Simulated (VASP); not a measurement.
# B4P3 (a cell with a defect) in VASP: a series of runs, part 2 of 2

VASP 6.6.1. Earlier steps stand in the parts before.

## 3. Single point, PBEsol

File INCAR:

```
SYSTEM = B4P3
PREC = Accurate
ENCUT = 520
EDIFF = 1E-6
ISMEAR = -5
SIGMA = 0.05
LREAL = .FALSE.
LASPH = .TRUE.
NELM = 80
ALGO = Normal
ISIF = 2
LWAVE = .FALSE.
LCHARG = .FALSE.
GGA = PS
NBANDS = 40
NELECT = 52.0
```

File KPOINTS:

```
Automatic mesh
0
Gamma
  2 2 2
  0.5 0.5 0.5
```

File POSCAR:

```
B4P3
1.0
    9.0403780000      0.0000000000      0.0000000000
    0.0000000000      4.5201890000      0.0000000000
    0.0000000000      0.0000000000      4.5201890000
B P
8 6
Direct
    0.0033630000      0.0352880000      0.0139560000
    0.4900900000      0.0016510000      0.9797070000
    0.2590000000      0.4963450000      0.0300050000
    0.7542320000      0.4836590000      0.0079330000
    0.2525970000      0.0305900000      0.4781730000
    0.7389300000      0.9841490000      0.5042060000
    0.9956020000      0.4915600000      0.4973970000
    0.4967690000      0.4659830000      0.5044250000
    0.1390580000      0.2191700000      0.2625120000
    0.8736590000      0.7327120000      0.2430680000
    0.3709300000      0.2651520000      0.7400540000
    0.8843470000      0.2623720000      0.7467540000
    0.1100950000      0.7508760000      0.7420340000
    0.6187490000      0.7432700000      0.7594960000
```

Potentials or basis: VASP PAW PBE potentials, release 64 (B, P).

Launch:

```sh
$ cat potpaw_PBE.64/B/POTCAR potpaw_PBE.64/P/POTCAR > POTCAR
$ mpirun -np 1 vasp_std > vasp.out
```

OUTCAR:

```text
SYSTEM = B4P3
   PREC = Accurate
   ENCUT = 520
   EDIFF = 1E-6
   ISMEAR = -5
   LREAL = .FALSE.
   LASPH = .TRUE.
   NELM = 80
   ISIF = 2
   GGA = PS
   NELECT = 52.0

 ion  position               nearest neighbor table
   1  0.003  0.035  0.014-   9 1.86  12 1.92  13 2.02  10 2.08
   2  0.490  0.002  0.980-  14 1.93  11 1.94
   3  0.259  0.496  0.030-  11 1.96   9 1.96  13 2.20
   4  0.754  0.484  0.008-  10 1.89  12 1.94  14 2.03
   5  0.253  0.031  0.478-   9 1.65  11 1.92  13 2.16
   6  0.739  0.984  0.504-  14 1.92  10 2.04  12 2.12
   7  0.996  0.492  0.497-  12 1.83  13 1.92  10 1.93   9 2.08
   8  0.497  0.466  0.504-  11 1.80  14 2.03
   9  0.139  0.219  0.263-   5 1.65   1 1.86   3 1.96   7 2.08
  10  0.874  0.733  0.243-   4 1.89   7 1.93   6 2.04   1 2.08
  11  0.371  0.265  0.740-   8 1.80   5 1.92   2 1.94   3 1.96
  12  0.884  0.262  0.747-   7 1.83   1 1.92   4 1.94   6 2.12
  13  0.110  0.751  0.742-   7 1.92   1 2.02   5 2.16   3 2.20
  14  0.619  0.743  0.759-   6 1.92   2 1.93   8 2.03   4 2.03

  LATTYP: Found a simple tetragonal cell.
 ALAT       =     4.5201890000
 C/A-ratio  =     2.0000000000

  Lattice vectors:

 A1 = (   0.0000000000,   4.5201890000,   0.0000000000)
 A2 = (   0.0000000000,   0.0000000000,   4.5201890000)
 A3 = (   9.0403780000,   0.0000000000,   0.0000000000)

Analysis of symmetry for initial positions (statically):
=====================================================================
 Subroutine PRICEL returns:
 Original cell was already a primitive cell.

 Routine SETGRP: Setting up the symmetry group for a
 simple tetragonal supercell.

 Subroutine GETGRP returns: Found  1 space group operations
 (whereof  1 operations were pure point group operations)
 out of a pool of 16 trial point group operations.

The static configuration has the point symmetry C_1 .

Analysis of symmetry for dynamics (positions and initial velocities):
=====================================================================
 Subroutine PRICEL returns:
 Original cell was already a primitive cell.

 Routine SETGRP: Setting up the symmetry group for a
 simple tetragonal supercell.

 Subroutine GETGRP returns: Found  1 space group operations
 (whereof  1 operations were pure point group operations)
 out of a pool of 16 trial point group operations.

The dynamic configuration has the point symmetry C_1 .

 Subroutine INISYM returns: Found  1 space group operations
 (whereof  1 operations are pure point group operations),
 and found     1 'primitive' translations

----------------------------------------------------------------------------------------

                                     Primitive cell

  volume of cell :     184.7140

  direct lattice vectors                    reciprocal lattice vectors
     9.040378000  0.000000000  0.000000000     0.110614844  0.000000000  0.000000000
     0.000000000  4.520189000  0.000000000     0.000000000  0.221229688  0.000000000
     0.000000000  0.000000000  4.520189000     0.000000000  0.000000000  0.221229688

  length of vectors
[... 70 lines left out ...]
   number of dos      NEDOS =    301   number of ions     NIONS =     14
   total plane-waves  NPLWV =  90720
   dimension x,y,z NGX =    70 NGY =   36 NGZ =   36
   dimension x,y,z NGXF=   140 NGYF=   72 NGZF=   72
   ions per type =               8   6
   NGX,Y,Z   is equivalent  to a cutoff of  12.87, 13.24, 13.24 a.u.
   NGXF,Y,Z  is equivalent  to a cutoff of  25.74, 26.48, 26.48 a.u.
 SYSTEM =  B4P3
   PREC   = accura    normal or accurate (medium, high low for compatibility)
   ISTART =      0    job   : 0-new  1-cont  2-samecut
   ICHARG =      2    charge: 1-file 2-atom 10-const
   ISPIN  =      1    spin polarized calculation?
   LNONCOLLINEAR =      F non collinear calculations
   LSORBIT =      F    spin-orbit coupling
   LASPH  =      T    aspherical Exc in radial PAW
   ENCUT  =  520.0 eV  38.22 Ry    6.18 a.u.  16.81  8.40  8.40*2*pi/ulx,y,z
   NELM   =     80;   NELMIN=  2; NELMDL= -5     # of ELM steps
   EDIFF  = 0.1E-05   stopping-criterion for ELM
   LREAL  =      F    real-space projection
   EDIFFG = 0.1E-04   stopping-criterion for IOM
   NSW    =      0    number of steps for IOM
   IBRION =     -1    ionic relax: 0-MD 1-quasi-New 2-CG
   NFREE  =      0    steps in history (QN), initial steepest desc. (CG)
   ISIF   =      2    stress and relaxation
   ISYM   =      2    0-nonsym 1-usesym 2-fastsym
   POTIM  = 0.5000    time-step for ionic-motion
   TEBEG  =    0.0;   TEEND  =   0.0 temperature during run
   PSTRESS=    0.0 pullay stress
   NELECT =      52.0000    total number of electrons
   NUPDOWN=      -1.0000    fix difference up-down
   EMIN   =  10.00;   EMAX   =-10.00  energy-range for DOS
   EFERMI =   0.00;   METHOD = LEGACY
   ISMEAR =    -5;   SIGMA  =   0.05  broadening in eV -4-tet -1-fermi 0-gaus
   EFERMI_NEDOS =   21; number of points for ismear=-14 and -15
   IALGO  =     38    algorithm
   IMIX   =      4    mixing-type and parameters
     AMIX     =   0.40;   BMIX     =  1.00
     AMIX_MAG =   1.60;   BMIX_MAG =  1.00
  volume/ion in A,a.u.               =      13.19        89.04
  Fermi-wavevector in a.u.,A,eV,Ry     =   1.072941  2.027565 15.663072  1.151203
  Thomas-Fermi vector in A             =   2.208726
   LORBIT       =      0    0 simple, 1 ext, 2 COOP (PROOUT), +10 PAW based schemes
   GGA     = PS    functional components
   LHFCALC =     F    Hartree Fock is set to
   AEXX    =    0.0000 exact exchange contribution
   IVDW    =     0    specifies the selected vdW correction
   LEPSILON=     F    determine dielectric tensor
   LRPA    =     F    only Hartree local field effects (RPA)
 non-spin polarized calculation
 Fermi weights with tetrahedron method with Bloechl corrections
  energy-cutoff  :      520.00
  volume of cell :      184.71
 maximum number of plane-waves:      4966
 NGX is ok and might be reduce to    70
   NGX = 33   NGY = 17   NGZ = 17

 number of electron      51.9999999 magnetization

 Free energy of the ion-electron system (eV)
  ---------------------------------------------------
  ext. energy  EPLUGINS =         0.00000000
  ---------------------------------------------------
  free energy    TOTEN  =       -93.66460132 eV

  energy without entropy =      -93.66460132  energy(sigma->0) =      -93.66460132

 E-fermi :   4.5375     XC(G=0): -10.1899

 val. band max:        4.4968628829   @ k =   0.2500   0.2500  -0.2500
 cond. band min:       5.1126226001   @ k =   0.2500  -0.2500   0.2500
 fundamental gap:      0.6157597172
 Fermi energy:         4.5375348847

 k-point     1 :       0.2500    0.2500    0.2500
  band No.  band energies     occupation
      1      -8.8294      2.00000
      2      -7.9641      2.00000
      3      -6.9252      2.00000
      4      -6.2581      2.00000
      5      -6.0412      2.00000
      6      -5.5836      2.00000
[... 153 lines left out ...]
     37       9.7326      0.00000
     38      10.0718      0.00000
 [bands above 38 left out]

------------------------ aborting loop because EDIFF is reached ----------------------------------------

  FORCE on cell =-STRESS in cart. coord.  units (eV):
  Direction    XX          YY          ZZ          XY          YZ          ZX
  --------------------------------------------------------------------------------------
  -------------------------------------------------------------------------------------
  Total      -25.1370117    -20.2939026    -23.5485760     -1.0821049     -5.1104045      2.6828380
  in kB     -218.0341155   -176.0258204   -204.2562972     -9.3859917    -44.3267698     23.2704755
  external PRESSURE =    -199.4387444 kB  Pullay stress =       0.0000000 kB

 VOLUME and BASIS-vectors are now :
 -----------------------------------------------------------------------------
  energy-cutoff  :      520.00
  volume of cell :      184.71
      direct lattice vectors                 reciprocal lattice vectors
     9.040378000  0.000000000  0.000000000     0.110614844  0.000000000  0.000000000
     0.000000000  4.520189000  0.000000000     0.000000000  0.221229688  0.000000000
     0.000000000  0.000000000  4.520189000     0.000000000  0.000000000  0.221229688

 POSITION                                       TOTAL-FORCE (eV/Angst)
 -----------------------------------------------------------------------------------
      0.03040      0.15951      0.06308        -0.740911     -2.749123     -1.544705
      4.43060      0.00746      4.42846        -0.063737     -0.268708      0.278089
      2.34146      2.24357      0.13563        -1.355393      0.909453     -1.616267
      6.81854      2.18623      0.03586        -0.184784      0.982633     -1.520282
      2.28357      0.13827      2.16143         2.099825     -4.895432      5.387964
      6.68021      4.44854      2.27911         2.182840      0.185598      0.401558
      9.00062      2.22194      2.24833         1.280620      0.819911     -0.534384
      4.49098      2.10633      2.28010         1.812102      1.795168     -0.901825
      1.25714      0.99069      1.18660        -3.008031      5.303112     -3.417316
      7.89821      3.31200      1.09871        -0.878940      1.585028      0.725639
      3.35335      1.19854      3.34518        -0.952704     -1.410879      1.442368
      7.99483      1.18597      3.37547        -3.104949     -1.855186      0.620059
      0.99530      3.39410      3.35413         3.228239      0.725701      1.033499
      5.59372      3.35972      3.43307        -0.314179     -1.127275     -0.354398
 -----------------------------------------------------------------------------------
    total drift:                                0.000019      0.000056      0.000010

  FREE ENERGIE OF THE ION-ELECTRON SYSTEM (eV)
  ---------------------------------------------------
  free  energy   TOTEN  =       -93.6646013174 eV

  energy  without entropy=      -93.6646013174  energy(sigma->0) =      -93.66460132
```

Wall time 37 s (1 thread of Intel Xeon Platinum 8259CL at 2.50GHz (Skylake/Cascade Lake), shared host); peak memory 0.27 GiB.

What came out:

```
Free energy   : -93.6646 eV
Largest force : 7.577 eV/Å
```

Forces on the atoms (eV/Å):
```
B   -0.741 -2.749 -1.545
B   -0.064 -0.269  0.278
B   -1.355  0.909 -1.616
B   -0.185  0.983 -1.520
B    2.100 -4.895  5.388
B    2.183  0.186  0.402
B    1.281  0.820 -0.534
B    1.812  1.795 -0.902
P   -3.008  5.303 -3.417
P   -0.879  1.585  0.726
P   -0.953 -1.411  1.442
P   -3.105 -1.855  0.620
P    3.228  0.726  1.033
P   -0.314 -1.127 -0.354
```

Levels at points of the mesh, in eV from the Fermi level:
| k point | band 24 | band 25 | band 26 | band 27 | band 28 | band 29 |
| --- | --- | --- | --- | --- | --- | --- |
| (0.25, 0.25, 0.25) | -0.91 | -0.44 | -0.12 | 0.72 | 1.16 | 1.91 |

Caveat: the k points lie up to 0.70 Å⁻¹ apart; the cell carries a net charge on a neutralising background, which shifts energy and pressure; the cell is charged against a uniform background, so pressure and absolute levels hang on convention; the PAW data sets were made with another functional, which shifts forces and pressure a little.
